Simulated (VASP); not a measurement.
Crystal: As.

```
CELL_PARAMETERS angstrom
-1.66011 1.66011 1.66011
1.66011 -1.66011 1.66011
1.66011 1.66011 -1.66011
ATOMIC_POSITIONS crystal
As 0.00000 0.00000 0.00000
```

This isn't the form of As at room conditions, which is rhombohedral.

```yaml
Program: VASP 6.6.1
Task: relaxation of cell and atoms
Functional: r2SCAN
Potentials_or_basis: VASP PAW PBE potentials, release 64 (As)
Cutoff: 550 eV
k_mesh: 13 × 13 × 13
Occupations: fermi-dirac, width 0.1 eV
Spin: no spin polarisation
```

At the start: pressure 2.3 GPa; volume 18.30 Å³/atom.

Task: Where does the relaxation end?

Result: Over 3 steps the energy falls by 3.3 meV/atom and the volume is 18.78 Å³/atom (+2.6 %); space group Im-3m (No. 229, to 0.1 Å) before and after.

The path:
```
step  energy change (eV)  largest force (eV/Å)  pressure (GPa)  volume (Å³)
   1              0.0000                0.0000            2.28        18.30
   2             -0.0027                0.0000           -0.92        19.00
   3             -0.0033                0.0000            0.01        18.78
```

Final structure:
```xyz
1
Lattice="-1.6746 1.6746 1.6746 1.6746 -1.6746 1.6746 1.6746 1.6746 -1.6746" Properties=species:S:1:pos:R:3 pbc="T T T"
As    0.0000    0.0000    0.0000
```

Caveat: the PAW data sets were made with another functional, which shifts forces and pressure a little.
